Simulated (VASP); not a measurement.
## Ir: single point with r2SCAN

The system is Ir.

```xyz
2
Lattice="2.7288 0.0000 0.0000 -1.3644 2.3632 0.0000 0.0000 0.0000 4.4256" Properties=species:S:1:pos:R:3 pbc="T T T"
Ir    1.3644    0.7877    3.3192
Ir    0.0000    1.5755    1.1064
```

This isn't the form of Ir at room conditions, which is fcc.

```yaml
Program: VASP 6.6.1
Task: single point
Functional: r2SCAN
Potentials_or_basis: VASP PAW PBE potentials, release 64 (Ir)
Cutoff: 520 eV
k_mesh: 11 × 11 × 6
Occupations: gaussian, width 0.1 eV
Spin: no spin polarisation
Dipole_correction: no
Further_INCAR_settings: ALGO = Normal; EDIFF = 1e-06; NBANDS = 16
```

```json
{
  "Pressure": "2.4 GPa",
  "Band gap on the k mesh": "zero (bands 9 and 10 overlap by 3.31 eV)"
}
```

Levels at points of the mesh, in eV from the Fermi level:
| k point | band 7 | band 8 | band 9 | band 10 | band 11 | band 12 |
| --- | --- | --- | --- | --- | --- | --- |
| (0.00, 0.00, 0.00) | -3.27 | -2.45 | -2.45 | -0.76 | 0.29 | 0.29 |
| (0.00, 0.00, 0.50) | -4.07 | -4.07 | -0.48 | -0.48 | -0.48 | -0.48 |

Wall time 2.3 min on 1 thread of Intel Xeon 8259CL, with other jobs on the host, peak memory 0.16 GiB.

Caveat: the PAW data sets were made with another functional, which shifts forces and pressure a little; spin-orbit coupling is left out, which moves the levels of the heavy elements.
